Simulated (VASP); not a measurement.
# TiAl3 (Pmm2) in VASP: a series of runs, part 2 of 2

VASP 6.6.1.

## (4) Single point, PBE

This run uses another cell than the first one, of 16.28 Å³/atom.

Input file INCAR:

```
  PREC = Accurate
  ENCUT = 520
  EDIFF = 1E-7
  ISMEAR = 0
  SIGMA = 0.1
  LREAL = F
  LASPH = T
  NELM = 60
  ALGO = Fast
  ISIF = 2
  LWAVE = F
  LCHARG = F
  GGA = PE
  NBANDS = 18
```

Input file KPOINTS:

```
regular mesh
0
Gamma
  14 10 10
```

Input file POSCAR:

```
TiAl3
1.0
    2.8043059814      0.0000000000      0.0000000000
    0.0000000000      4.7115466699      0.0000000000
    0.0000000000      0.0000000000      4.9297504264
Ti Al
1 3
Direct
    0.0000000000      0.5000000000      0.1632632768
    0.5000000000      0.5000000000      0.6642632858
    0.5000000000      0.0000000000      0.3332144752
    0.0000000000      0.0000000000      0.8392579622
```

Started as:

```sh
cat potpaw_PBE.64/Ti_sv/POTCAR potpaw_PBE.64/Al/POTCAR > POTCAR
mpirun -np 1 vasp_std > vasp.out
```

It took 9.8 min on 1 thread of Intel Xeon Platinum 8124M at 3.00GHz (Skylake/Cascade Lake), shared host; peak memory 0.43 GiB.

It converged, with:

- Free energy: -20.0459 eV
- Pressure: -0.1 GPa
- Largest force: 0.008 eV/Å
- Band gap on the k mesh: zero (an odd number of electrons rules out a gap without spin polarisation)

Forces on the atoms (eV/Å):
```
Ti   0.000  0.000 -0.004
Al   0.000  0.000  0.004
Al   0.000  0.000  0.008
Al   0.000  0.000 -0.008
```

Levels at points of the mesh, in eV from the Fermi level:
```csv
k point,band 9,band 10,band 11,band 12,band 13,band 14
"(0.00, 0.00, 0.00)",-2.69,-0.81,-0.42,2.45,2.52,2.58
"(0.50, 0.00, 0.00)",-1.69,0.41,0.65,0.79,1.43,1.56
"(0.00, 0.50, 0.00)",-2.04,-1.54,-0.18,2.38,2.46,2.61
"(0.50, 0.50, 0.00)",-1.65,-0.45,-0.24,0.81,1.16,1.35
"(0.00, 0.00, 0.50)",-2.16,-1.13,-0.32,2.24,2.36,2.53
"(0.50, 0.00, 0.50)",-1.28,-0.12,-0.11,0.61,1.27,1.90
"(0.00, 0.50, 0.50)",-0.20,-0.06,0.72,2.38,2.40,3.56
"(0.50, 0.50, 0.50)",-2.72,-2.69,-0.68,-0.16,1.06,2.08
```

## (5) Single point, r2SCAN

This run uses another cell than the first one, of 15.95 Å³/atom.

Input file POSCAR:

```
TiAl3
1.0
    2.7847227212      0.0000000000      0.0000000000
    0.0000000000      4.6746106921      0.0000000000
    0.0000000000      0.0000000000      4.9021174423
Ti Al
1 3
Direct
    0.0000000000      0.5000000000      0.1638132010
    0.5000000000      0.5000000000      0.6639606849
    0.5000000000      0.0000000000      0.3336115423
    0.0000000000      0.0000000000      0.8386135717
```

Input file INCAR.step1:

```
SYSTEM = TiAl3
ALGO = Normal ; EDIFF = 1E-4
ENCUT = 520 ; GGA = PE
ISMEAR = 0 ; LASPH = .TRUE.
LCHARG = .FALSE. ; LREAL = .FALSE.
LWAVE = .TRUE. ; NBANDS = 18
NELM = 80 ; PREC = Accurate
SIGMA = 0.1
```

Input file INCAR.step2:

```
SYSTEM = TiAl3
ALGO = Normal ; EDIFF = 1E-7
ENCUT = 520 ; ISIF = 2
ISMEAR = 0 ; ISTART = 1
LASPH = .TRUE. ; LCHARG = .FALSE.
LMIXTAU = .TRUE. ; LREAL = .FALSE.
LWAVE = .FALSE. ; METAGGA = R2SCAN
NBANDS = 18 ; NELM = 80
PREC = Accurate ; SIGMA = 0.1
```

Input file KPOINTS:

```
k-points
0
G
  14 10 10
  0 0 0
```

Started as:

```sh
cat potpaw_PBE.64/Ti_sv/POTCAR potpaw_PBE.64/Al/POTCAR > POTCAR
cp INCAR.step1 INCAR
mpirun -np 1 vasp_std > vasp.out
cp INCAR.step2 INCAR
mpirun -np 1 vasp_std > vasp.out
```

It took 11 min on 1 thread of Intel Xeon Platinum 8124M at 3.00GHz (Skylake/Cascade Lake), shared host; peak memory 0.42 GiB.

The run converged. Its results:

| Quantity | Value |
| --- | --- |
| Free energy | -34.2200 eV |
| Pressure | -0.1 GPa |
| Largest force | 0.013 eV/Å |
| Band gap on the k mesh | zero (an odd number of electrons rules out a gap without spin polarisation) |

Forces on the atoms (eV/Å):
```
Ti   0.000  0.000 -0.001
Al   0.000  0.000  0.003
Al   0.000  0.000  0.011
Al   0.000  0.000 -0.013
```

Levels at points of the mesh, in eV from the Fermi level:
```tsv
k point	band 7	band 8	band 9	band 10	band 11	band 12	band 13	band 14	band 15	band 16
(0.00, 0.00, 0.00)	-4.22	-3.94	-2.86	-0.89	-0.48	2.76	2.79	2.81	2.82	3.33
(0.50, 0.00, 0.00)	-2.28	-2.09	-1.85	0.49	0.72	0.76	1.42	1.74	2.57	2.85
(0.00, 0.50, 0.00)	-3.87	-3.41	-2.27	-1.74	-0.20	2.68	2.77	2.92	3.28	4.88
(0.50, 0.50, 0.00)	-3.95	-3.38	-1.78	-0.51	-0.20	0.92	1.18	1.44	3.51	4.13
(0.00, 0.00, 0.50)	-3.79	-2.42	-2.28	-1.35	-0.37	2.45	2.66	2.84	3.34	4.34
(0.50, 0.00, 0.50)	-4.04	-3.61	-1.38	-0.14	-0.07	0.66	1.27	2.15	3.53	3.93
(0.00, 0.50, 0.50)	-7.59	-5.22	-0.25	-0.05	0.81	2.69	2.70	3.78	5.23	5.44
(0.50, 0.50, 0.50)	-3.58	-3.47	-3.05	-2.82	-0.86	-0.18	1.18	2.34	2.64	2.83
```

Caveat: the PAW data sets were made with another functional, which shifts forces and pressure a little.

## (6) Single point, r2SCAN

This run uses another cell than the first one, of 16.29 Å³/atom.

Input file POSCAR:

```
TiAl3
1.0
    2.8396770000      0.0000000000      0.0000000000
    0.0000000000      4.6812640000      0.0000000000
    0.0000000000      0.0000000000      4.9007420000
Ti Al
1 3
Direct
    0.0000000000      0.5000000000      0.1659160000
    0.5000000000      0.5000000000      0.6672710000
    0.5000000000      0.0000000000      0.3309120000
    0.0000000000      0.0000000000      0.8359000000
```

Input file INCAR.step1:

```
  PREC = Accurate
  ENCUT = 520
  ISMEAR = 0
  SIGMA = 0.1
  LREAL = F
  LASPH = T
  NELM = 80
  NBANDS = 18
  GGA = PE
  ALGO = Normal
  EDIFF = 1E-4
  LWAVE = T
  LCHARG = F
```

Input file INCAR.step2:

```
  PREC = Accurate
  ENCUT = 520
  EDIFF = 1E-6
  ISMEAR = 0
  SIGMA = 0.1
  LREAL = F
  LASPH = T
  NELM = 80
  ALGO = Normal
  ISIF = 2
  LWAVE = F
  LCHARG = T
  METAGGA = R2SCAN
  LMIXTAU = T
  LELF = T
  LVHAR = T
  NBANDS = 18
  ISTART = 1
```

Input file KPOINTS:

```
Automatic mesh
0
Gamma
  16 10 10
```

Potentials or basis: VASP PAW PBE potentials, release 64 (Ti_sv, Al).

Started as:

```sh
cat potpaw_PBE.64/Ti_sv/POTCAR potpaw_PBE.64/Al/POTCAR > POTCAR
cp INCAR.step1 INCAR
mpirun -np 1 vasp_std > vasp.out
cp INCAR.step2 INCAR
mpirun -np 1 vasp_std > vasp.out
```

Run time: 6.5 min. Hardware: 1 thread of Intel Xeon 6975P-C (Granite Rapids), shared host; peak memory 0.45 GiB.

The run converged. Its results:

```yaml
Free_energy: -34.1999 eV
Pressure: -2.2 GPa
Largest_force: 0.056 eV/Å
Band_gap_on_the_k_mesh: zero (an odd number of electrons rules out a gap without spin polarisation)
```

Forces on the atoms (eV/Å):
```
Ti   0.000  0.000 -0.018
Al   0.000  0.000 -0.021
Al   0.000  0.000  0.056
Al   0.000  0.000 -0.018
```

Stress tensor (GPa, compression positive):
```
-3.66  0.00  0.00
 0.00 -1.71  0.00
 0.00  0.00 -1.37
```

Levels at points of the mesh, in eV from the Fermi level:
```tsv
k point	band 9	band 10	band 11	band 12	band 13	band 14
(0.00, 0.00, 0.00)	-2.77	-0.81	-0.41	2.58	2.64	2.86
(0.50, 0.00, 0.00)	-1.84	0.42	0.65	0.71	1.38	1.64
(0.00, 0.50, 0.00)	-2.20	-1.66	-0.14	2.47	2.59	2.89
(0.50, 0.50, 0.00)	-1.74	-0.49	-0.27	0.87	1.16	1.40
(0.00, 0.00, 0.50)	-2.18	-1.27	-0.30	2.44	2.47	2.65
(0.50, 0.00, 0.50)	-1.36	-0.20	-0.06	0.63	1.21	2.13
(0.00, 0.50, 0.50)	-0.18	0.00	0.86	2.50	2.50	3.91
(0.50, 0.50, 0.50)	-3.06	-2.92	-1.00	-0.21	1.13	2.27
```

Caveat: the PAW data sets were made with another functional, which shifts forces and pressure a little.

## (7) Overview

| level | potentials or basis | cell | k mesh | gap on the mesh (eV) | pressure (GPa) | largest force (eV/Å) |
| --- | --- | --- | --- | --- | --- | --- |
| LDA | VASP PAW LDA potentials, release 64 (Ti_sv, Al) | a = 2.754, b = 4.632, c = 4.850 Å, 4 atoms, atomic positions A | 14 × 10 × 10 | none | 0.1 | 0.01 |
| PBEsol | VASP PAW PBE potentials, release 64 (Ti_sv, Al) | a = 2.782, b = 4.671, c = 4.894 Å, 4 atoms, atomic positions A | 14 × 10 × 10 | none | 0.0 | - |
| PBE | VASP PAW PBE potentials, release 64 (Ti_sv, Al) | a = 2.804, b = 4.712, c = 4.930 Å, 4 atoms, atomic positions A | 14 × 10 × 10 | none | -0.1 | 0.01 |
| r2SCAN | VASP PAW PBE potentials, release 64 (Ti_sv, Al) | a = 2.785, b = 4.675, c = 4.902 Å, 4 atoms, atomic positions B | 14 × 10 × 10 | none | -0.1 | 0.01 |
| r2SCAN | VASP PAW PBE potentials, release 64 (Ti_sv, Al) | a = 2.840, b = 4.681, c = 4.901 Å, 4 atoms, atomic positions C | 16 × 10 × 10 | none | -2.2 | 0.06 |

Alike in all rows: task single point; no spin polarisation; cutoff (eV) 520; smearing gaussian 0.1 eV.

Caveats: the PAW data sets were made with another functional, which shifts forces and pressure a little (at least some runs).

Absolute energies hang on the potentials; compare differences alone.
